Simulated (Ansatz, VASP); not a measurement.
Given: the input of a run of Ansatz 0.2.0 on InP.

File input.yaml:

```yaml
crystal:
  lattice:
    - [0.0, 2.768834, 2.768834]
    - [2.768834, 0.0, 2.768834]
    - [2.768834, 2.768834, 0.0]
  atoms:
    - { symbol: In, position: [0.0, 0.0, 0.0] }
    - { symbol: P, position: [0.5, 0.5, 0.5] }
hamiltonian:
  xc: pbe
  pseudopotentials: { kind: paw }
kpoints:
  mp_grid: { grid: [8, 8, 8] }
scf:
  occupations: { method: gaussian, width: 0.025 }
output:
  forces: true
  stress: true
  eigenvalues: true
```

Potentials or basis: Ansatz PAW.

Run with:

```sh
$ ansatz run input.yaml --threads 2 --pin off --max-ram 5632MiB --backend cpu --events-out ev --progress --plain --runs-dir out
```

Question: Set up the same calculation for VASP 6.6.1. Potentials there: VASP PAW PBE potentials, release 64 (In_d, P).

Answer: As run (the cutoff follows the program's own potentials):

The input INCAR:

```
PREC     = Accurate       # precision mode
ENCUT    = 500            # plane-wave cutoff, eV
EDIFF    = 1E-6           # SCF threshold, eV
ISMEAR   = 0              # smearing method
SIGMA    = 0.025          # smearing width, eV
LREAL    = False          # projectors in reciprocal space
LASPH    = True           # aspherical terms in the spheres
NELM     = 120            # most SCF steps
ALGO     = Normal         # electronic algorithm
ISIF     = 2              # what is computed and relaxed
LWAVE    = False          # write WAVECAR
LCHARG   = False          # write CHGCAR
GGA      = PE             # functional
NBANDS   = 16             # bands
GGA_COMPAT= False
```

KPOINTS

```
Automatic mesh
0
Gamma
  8 8 8
```

The input POSCAR:

```
InP
1.0
    0.0000000000      2.7688340000      2.7688340000
    2.7688340000      0.0000000000      2.7688340000
    2.7688340000      2.7688340000      0.0000000000
In P
1 1
Direct
    0.0000000000      0.0000000000      0.0000000000
    0.5000000000      0.5000000000      0.5000000000
```

Potentials or basis: VASP PAW PBE potentials, release 64 (In_d, P).

Launch:

```console
$ cat potpaw_PBE.64/In_d/POTCAR potpaw_PBE.64/P/POTCAR > POTCAR
$ mpirun -np 1 vasp_std > vasp.out
```

Both were run:

|  | VASP | Ansatz | Ansatz less VASP |
| --- | --- | --- | --- |
| gap on the k mesh at the Fermi level (eV) | none | none | - |
| pressure (GPa) | -0.1 | -0.1 | +0.04 |

A gap of «none» marks a metal or a gap that the smearing closes.
